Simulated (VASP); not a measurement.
Here is a VASP 6.6.1 calculation.

File INCAR:

```
PREC     = Accurate       # precision mode
ENCUT    = 520            # plane-wave cutoff, eV
EDIFF    = 1E-7           # SCF threshold, eV
ISMEAR   = 0              # smearing method
SIGMA    = 0.1            # smearing width, eV
LREAL    = False          # projectors in reciprocal space
LASPH    = True           # aspherical terms in the spheres
NELM     = 60             # most SCF steps
ALGO     = Normal         # electronic algorithm
ISIF     = 2              # what is computed and relaxed
LWAVE    = False          # write WAVECAR
LCHARG   = False          # write CHGCAR
GGA      = PE             # functional
NBANDS   = 38             # bands
```

The input KPOINTS:

```
regular mesh
0
Gamma
  4 2 2
```

POSCAR

```
NaI
1.0
    3.2678557410      3.2704675134      0.0013839414
    3.2671424395     -3.2667132393      6.5219750331
    3.2642823335     -3.2698955112     -6.5220386637
Na I
4 4
Direct
    0.4982859344      1.0006690414      0.5007101939
    0.0000473178      0.4995421047      0.4990255387
    0.0007665275     -0.0007063717     -0.0001433238
    0.5006116697      0.5007187762     -0.0001317807
   -0.0008087370      0.2502549965      0.7503316721
    0.5009564528      0.7496557212      0.7499740421
    0.4995917286      0.2496933547      0.2496782098
    0.0005491063      0.7501723768      0.2505554480
```

Potentials or basis: VASP PAW PBE potentials, release 64 (Na_pv, I).

Run with:

```bash
$ cat potpaw_PBE.64/Na_pv/POTCAR potpaw_PBE.64/I/POTCAR > POTCAR
$ mpirun -np 1 vasp_std > vasp.out
```

(1) Predict the pressure.

(2) Estimate the largest force.

(3) What does it give for the band gap on the k mesh?

Results:

(1) 0.0 GPa.

(2) 0.007 eV/Å.

(3) 3.57 eV.

Caveat: spin-orbit coupling is left out, which moves the levels of the heavy elements.
